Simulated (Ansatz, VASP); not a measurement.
**Ge in VASP and in Ansatz**

Contents of INCAR:

```
SYSTEM = Ge
PREC = Accurate
ENCUT = 500
EDIFF = 1E-6
ISMEAR = 0
SIGMA = 0.1
LREAL = .FALSE.
LASPH = .TRUE.
NELM = 120
ALGO = Normal
ISIF = 2
LWAVE = .FALSE.
LCHARG = .FALSE.
GGA = PE
NBANDS = 21
GGA_COMPAT = .FALSE.
```

The input KPOINTS:

```
regular mesh
0
G
  6 6 6
  0 0 0
```

Contents of POSCAR:

```
Ge
1.0
    0.0000000000      2.8290000000      2.8290000000
    2.8290000000      0.0000000000      2.8290000000
    2.8290000000      2.8290000000      0.0000000000
Ge
2
Direct
    0.0000000000      0.0000000000      0.0000000000
    0.2500000000      0.2500000000      0.2500000000
```

Input for Ansatz:

```yaml
crystal:
  lattice:
    - [0.0, 2.829, 2.829]
    - [2.829, 0.0, 2.829]
    - [2.829, 2.829, 0.0]
  atoms:
    - { symbol: Ge, position: [0.0, 0.0, 0.0] }
    - { symbol: Ge, position: [0.25, 0.25, 0.25] }
basis:
  ecutwfc: 420
kpoints:
  mp_grid: { grid: [6, 6, 6] }
hamiltonian:
  xc: pbe
  pseudopotentials: { kind: paw, azcp: { folder: soft_1 } }
scf:
  occupations: { method: gaussian, width: 0.1 }
output:
  forces: true
  stress: true
  eigenvalues: true
```

Alike in both runs: task single point; functional PBE; k mesh 6 × 6 × 6; occupations gaussian, width 0.1 eV; no spin polarisation.

```csv
,VASP,Ansatz
version,VASP 6.6.1,Ansatz 0.2.0
potentials or method,"VASP PAW PBE potentials, release 64 (Ge_d), cutoff 500 eV","scalar-relativistic, plane waves, PAW"
valence electrons in the cell,28,28
```

|  | VASP | Ansatz | Ansatz less VASP |
| --- | --- | --- | --- |
| gap on the k mesh at the Fermi level (eV) | none | none | - |
| pressure (GPa) | 3.5 | 3.7 | +0.18 |

A gap of «none» marks a metal or a gap that the smearing closes. The functional is the same, so the differences come from potentials, cutoffs and numerics.
